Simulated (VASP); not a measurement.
# Si (R-3m) in VASP: single point with PBE

Aim: the single point of Si with PBE.

All numbers are computed with VASP 6.6.1; they aren't measurements. Logs are shortened: lines on timing, memory, paths and dates and some standing lists are left out, and cuts for length are marked.

### Step 1. The cell of the first run

It takes space group R-3m (No. 166, trigonal). Conventional cell: a = 3.834 Å, b = 3.834 Å, c = 9.501 Å, α = 90.00°, β = 90.00°, γ = 120.00°. Si (site symmetry 3m) has 4 Si at 2.35 to 2.37 Å within 3.1 Å.

### Step 2. Single point, PBE

The input, INCAR:

```
ALGO = Normal
EDIFF = 1E-7
ENCUT = 520
GGA = PE
ISIF = 2
ISMEAR = 0
LASPH = True
LCHARG = False
LREAL = False
LWAVE = False
NBANDS = 11
NELM = 80
PREC = Accurate
SIGMA = 0.01
```

The input, KPOINTS:

```
k-points
0
Gamma
  12 12 12
```

The input, POSCAR:

```
Si
1.0
    0.0210460231      2.7321321031      2.7321321031
    2.7321321031      0.0210460231      2.7321321031
    2.7321321031      2.7321321031      0.0210460231
Si
2
Direct
    0.0005024156      0.0005024156      0.0005024156
    0.2494975844      0.2494975844      0.2494975844
```

Potentials or basis: VASP PAW PBE potentials, release 64 (Si).

Launch:

```bash
$ cat potpaw_PBE.64/Si/POTCAR > POTCAR
$ mpirun -np 1 vasp_std > vasp.out
```

OUTCAR:

```text
EDIFF = 1E-7
   ENCUT = 520
   GGA = PE
   ISIF = 2
   ISMEAR = 0
   LASPH = True
   LREAL = False
   NELM = 80
   PREC = Accurate

 ion  position               nearest neighbor table
   1  0.001  0.001  0.001-   2 2.35   2 2.35   2 2.35   2 2.37
   2  0.249  0.249  0.249-   1 2.35   1 2.35   1 2.35   1 2.37

  LATTYP: Found a trigonal (rhomboedric) cell.
 ALAT       =     3.8638755923
 COS(alpha) =     0.5076880872

  Lattice vectors:

 A1 = (   0.0210460231,   2.7321321031,   2.7321321031)
 A2 = (   2.7321321031,   0.0210460231,   2.7321321031)
 A3 = (   2.7321321031,   2.7321321031,   0.0210460231)

Analysis of symmetry for initial positions (statically):
=====================================================================
 Subroutine PRICEL returns:
 Original cell was already a primitive cell.

 Routine SETGRP: Setting up the symmetry group for a
 trigonal (rhombohedral) supercell.

 Subroutine GETGRP returns: Found 12 space group operations
 (whereof  6 operations were pure point group operations)
 out of a pool of 12 trial point group operations.

The static configuration has the point symmetry C_3v.
 The point group associated with its full space group is D_3d.

Analysis of symmetry for dynamics (positions and initial velocities):
=====================================================================
 Subroutine PRICEL returns:
 Original cell was already a primitive cell.

 Routine SETGRP: Setting up the symmetry group for a
 trigonal (rhombohedral) supercell.

 Subroutine GETGRP returns: Found 12 space group operations
 (whereof  6 operations were pure point group operations)
 out of a pool of 12 trial point group operations.

The dynamic configuration has the point symmetry C_3v.
 The point group associated with its full space group is D_3d.

 Subroutine INISYM returns: Found 12 space group operations
 (whereof  6 operations are pure point group operations),
 and found     1 'primitive' translations

----------------------------------------------------------------------------------------

                                     Primitive cell

  volume of cell :      40.3170

  direct lattice vectors                    reciprocal lattice vectors
     0.021046023  2.732132103  2.732132103    -0.185135545  0.183720320  0.183720320
     2.732132103  0.021046023  2.732132103     0.183720320 -0.185135545  0.183720320
     2.732132103  2.732132103  0.021046023     0.183720320  0.183720320 -0.185135545

  length of vectors
     3.863875592  3.863875592  3.863875592     0.319032101  0.319032101  0.319032101

  position of ions in fractional coordinates (direct lattice)
     0.000502416  0.000502416  0.000502416
     0.249497584  0.249497584  0.249497584

  ion indices of the primitive-cell ions
   primitive index   ion index
                 1           1
                 2           2

----------------------------------------------------------------------------------------

 KPOINTS: k-points

Automatic generation of k-mesh.
 Grid dimensions read from file:
 generate k-points for:   12   12   12

 Generating k-lattice:

  Cartesian coordinates                     Fractional coordinates (reciprocal lattice)
    -0.015427962  0.015310027  0.015310027     0.083333333  0.000000000  0.000000000
     0.015310027 -0.015427962  0.015310027     0.000000000  0.083333333  0.000000000
     0.015310027  0.015310027 -0.015427962     0.000000000  0.000000000  0.083333333

  Length of vectors
     0.026586008  0.026586008  0.026586008

  Shift w.r.t. Gamma in fractional coordinates (k-lattice)
     0.000000000  0.000000000  0.000000000

 Subroutine IBZKPT returns following result:
 ===========================================

 Found    189 irreducible k-points:

 Following reciprocal coordinates:
            Coordinates               Weight
  0.000000  0.000000  0.000000      1.000000
  0.083333  0.000000 -0.000000      6.000000
  0.166667  0.000000  0.000000      6.000000
  0.250000  0.000000 -0.000000      6.000000
  0.333333 -0.000000 -0.000000      6.000000
  0.416667 -0.000000  0.000000      6.000000
[... 16 lines left out ...]
  0.500000  0.166667 -0.000000     12.000000
 -0.416667  0.166667  0.000000     12.000000
 [... further k-points ...]
   k-points           NKPTS =    189   k-points in BZ     NKDIM =    189   number of bands    NBANDS=     11
   number of dos      NEDOS =    301   number of ions     NIONS =      2
   total plane-waves  NPLWV =  27000
   dimension x,y,z NGX =    30 NGY =   30 NGZ =   30
   dimension x,y,z NGXF=    60 NGYF=   60 NGZF=   60
   ions per type =               2
   NGX,Y,Z   is equivalent  to a cutoff of  12.91, 12.91, 12.91 a.u.
   NGXF,Y,Z  is equivalent  to a cutoff of  25.82, 25.82, 25.82 a.u.
 SYSTEM =  unknown system
   PREC   = accura    normal or accurate (medium, high low for compatibility)
   ISTART =      0    job   : 0-new  1-cont  2-samecut
   ICHARG =      2    charge: 1-file 2-atom 10-const
   ISPIN  =      1    spin polarized calculation?
   LNONCOLLINEAR =      F non collinear calculations
   LSORBIT =      F    spin-orbit coupling
   LASPH  =      T    aspherical Exc in radial PAW
   ENCUT  =  520.0 eV  38.22 Ry    6.18 a.u.   7.18  7.18  7.18*2*pi/ulx,y,z
   NELM   =     80;   NELMIN=  2; NELMDL= -5     # of ELM steps
   EDIFF  = 0.1E-06   stopping-criterion for ELM
   LREAL  =      F    real-space projection
   EDIFFG = 0.1E-05   stopping-criterion for IOM
   NSW    =      0    number of steps for IOM
   IBRION =     -1    ionic relax: 0-MD 1-quasi-New 2-CG
   NFREE  =      0    steps in history (QN), initial steepest desc. (CG)
   ISIF   =      2    stress and relaxation
   ISYM   =      2    0-nonsym 1-usesym 2-fastsym
   POTIM  = 0.5000    time-step for ionic-motion
   TEBEG  =    0.0;   TEEND  =   0.0 temperature during run
   PSTRESS=    0.0 pullay stress
   NELECT =       8.0000    total number of electrons
   NUPDOWN=      -1.0000    fix difference up-down
   EMIN   =  10.00;   EMAX   =-10.00  energy-range for DOS
   EFERMI =   0.00;   METHOD = LEGACY
   ISMEAR =     0;   SIGMA  =   0.01  broadening in eV -4-tet -1-fermi 0-gaus
   EFERMI_NEDOS =   21; number of points for ismear=-14 and -15
   IALGO  =     38    algorithm
   IMIX   =      4    mixing-type and parameters
     AMIX     =   0.40;   BMIX     =  1.00
     AMIX_MAG =   1.60;   BMIX_MAG =  1.00
  volume/ion in A,a.u.               =      20.16       136.04
  Fermi-wavevector in a.u.,A,eV,Ry     =   0.954866  1.804434 12.405360  0.911768
  Thomas-Fermi vector in A             =   2.083651
   LORBIT       =      0    0 simple, 1 ext, 2 COOP (PROOUT), +10 PAW based schemes
   GGA     = PE    functional components
   LHFCALC =     F    Hartree Fock is set to
   AEXX    =    0.0000 exact exchange contribution
   IVDW    =     0    specifies the selected vdW correction
   LEPSILON=     F    determine dielectric tensor
   LRPA    =     F    only Hartree local field effects (RPA)
 non-spin polarized calculation
 Gauss-broadening in eV      SIGMA  =   0.01
  energy-cutoff  :      520.00
  volume of cell :       40.32
 maximum number of plane-waves:      1102
 NGX is ok and might be reduce to    30
   NGX = 15   NGY = 15   NGZ = 15

 number of electron       8.0000001 magnetization

 Free energy of the ion-electron system (eV)
  ---------------------------------------------------
  ext. energy  EPLUGINS =         0.00000000
  ---------------------------------------------------
  free energy    TOTEN  =       -10.84579589 eV

  energy without entropy =      -10.84579589  energy(sigma->0) =      -10.84579589

 E-fermi :   5.9209     XC(G=0):  -9.3824

 val. band max:        5.7929995336   @ k =   0.0000   0.0000   0.0000
 cond. band min:       6.3372957854   @ k =   0.4167   0.4167   0.0000
 fundamental gap:      0.5442962519
 Fermi energy:         5.9208675227

 k-point     1 :       0.0000    0.0000    0.0000
  band No.  band energies     occupation
      1      -6.1537      2.00000
      2       5.6845      2.00000
      3       5.7930      2.00000
      4       5.7930      2.00000
      5       8.2127      0.00000
      6       8.3630      0.00000
      7       8.3630      0.00000
      8       9.0735      0.00000
      9      13.4742      0.00000
     10      13.4742      0.00000
     11      13.6914      0.00000

 k-point     2 :       0.0833    0.0000   -0.0000
  band No.  band energies     occupation
      1      -6.0626      2.00000
      2       4.9280      2.00000
      3       5.5558      2.00000
      4       5.6465      2.00000
      5       8.3021      0.00000
      6       8.4900      0.00000
      7       8.5750      0.00000
      8       9.7633      0.00000
      9      13.1939      0.00000
     10      13.2116      0.00000
     11      14.0820      0.00000

 k-point     3 :       0.1667    0.0000    0.0000
  band No.  band energies     occupation
      1      -5.7924      2.00000
      2       3.4131      2.00000
      3       5.2528      2.00000
      4       5.3341      2.00000
      5       8.0559      0.00000
      6       8.9022      0.00000
      7       9.0083      0.00000
      8      11.1843      0.00000
      9      12.8065      0.00000
     10      12.8622      0.00000
     11      14.8275      0.00000

 k-point     4 :       0.2500    0.0000   -0.0000
  band No.  band energies     occupation
      1      -5.3537      2.00000
      2       1.8708      2.00000
      3       4.9490      2.00000
      4       5.0188      2.00000
      5       7.7294      0.00000
      6       9.2070      0.00000
      7       9.2937      0.00000
      8      12.6107      0.00000
      9      12.9175      0.00000
     10      12.9967      0.00000
     11      14.7203      0.00000

 k-point     5 :       0.3333   -0.0000   -0.0000
  band No.  band energies     occupation
      1      -4.7763      2.00000
      2       0.4655      2.00000
      3       4.7134      2.00000
      4       4.7731      2.00000
      5       7.4603      0.00000
      6       9.2163      0.00000
      7       9.2866      0.00000
      8      13.5236      0.00000
      9      13.7144      0.00000
     10      13.8081      0.00000
     11      14.8429      0.00000
[... 211 lines left out ...]
 k-point    21 :       0.3333    0.1667    0.0000
  band No.  band energies     occupation
      1      -4.8594      2.00000
      2       1.3581      2.00000
      3       3.7724      2.00000
      4       3.9823      2.00000
      5       7.7031      0.00000
      6       9.8572      0.00000
      7      10.2811      0.00000
      8      10.8025      0.00000
      9      14.6944      0.00000
     10      14.9204      0.00000
     11      16.1518      0.00000

 k-point    22 :       0.4167    0.1667   -0.0000
  band No.  band energies     occupation
      1      -4.2518      2.00000
      2       0.1296      2.00000
      3       3.3306      2.00000
      4       3.8986      2.00000
      5       7.7313      0.00000
      6       9.9941      0.00000
      7      10.6251      0.00000
      8      10.8812      0.00000
      9      15.6100      0.00000
     10      15.8776      0.00000
     11      16.5356      0.00000

 k-point    23 :       0.5000    0.1667   -0.0000
  band No.  band energies     occupation
      1      -3.6659      2.00000
      2      -0.8060      2.00000
      3       2.9892      2.00000
      4       3.9539      2.00000
      5       7.7561      0.00000
      6       9.8414      0.00000
      7      10.3535      0.00000
      8      12.2617      0.00000
      9      15.1209      0.00000
     10      16.1919      0.00000
     11      17.3619      0.00000

 k-point    24 :      -0.4167    0.1667    0.0000
  band No.  band energies     occupation
      1      -3.5453      2.00000
      2      -0.9734      2.00000
      3       2.7814      2.00000
      4       4.1393      2.00000
      5       7.8964      0.00000
      6       9.7847      0.00000
      7      10.1283      0.00000
      8      13.8164      0.00000
      9      14.1959      0.00000
     10      14.5380      0.00000
     11      16.9035      0.00000

 [... further k-points ...]
[... 5 lines left out ...]
  --------------------------------------------------------------------------------------
  -------------------------------------------------------------------------------------
  Total        0.3226909      0.3226909      0.3226909     -0.1475829     -0.1475829     -0.1475829
  in kB       12.8235877     12.8235877     12.8235877     -5.8648740     -5.8648740     -5.8648740
  external PRESSURE =      12.8235877 kB  Pullay stress =       0.0000000 kB

 VOLUME and BASIS-vectors are now :
 -----------------------------------------------------------------------------
  energy-cutoff  :      520.00
  volume of cell :       40.32
      direct lattice vectors                 reciprocal lattice vectors
     0.021046023  2.732132103  2.732132103    -0.185135545  0.183720320  0.183720320
     2.732132103  0.021046023  2.732132103     0.183720320 -0.185135545  0.183720320
     2.732132103  2.732132103  0.021046023     0.183720320  0.183720320 -0.185135545

 POSITION                                       TOTAL-FORCE (eV/Angst)
 -----------------------------------------------------------------------------------
      0.00276      0.00276      0.00276        -0.000451     -0.000451     -0.000451
      1.36857      1.36857      1.36857         0.000451      0.000451      0.000451
 -----------------------------------------------------------------------------------
    total drift:                               -0.000000     -0.000000     -0.000000

  FREE ENERGIE OF THE ION-ELECTRON SYSTEM (eV)
  ---------------------------------------------------
  free  energy   TOTEN  =       -10.8457958898 eV

  energy  without entropy=      -10.8457958898  energy(sigma->0) =      -10.84579589
```

Wall time 32 s (1 thread of Intel Xeon 6975P-C (Granite Rapids), shared host); peak memory 0.2 GiB.

What came out:

```yaml
Free_energy: -10.8458 eV
Pressure: 1.3 GPa
Band_gap_on_the_k_mesh: 0.54 eV, indirect (least direct gap 2.42 eV)
```

Stress tensor (GPa, compression positive):
```
 1.28 -0.59 -0.59
-0.59  1.28 -0.59
-0.59 -0.59  1.28
```

A k mesh can miss the band edges.
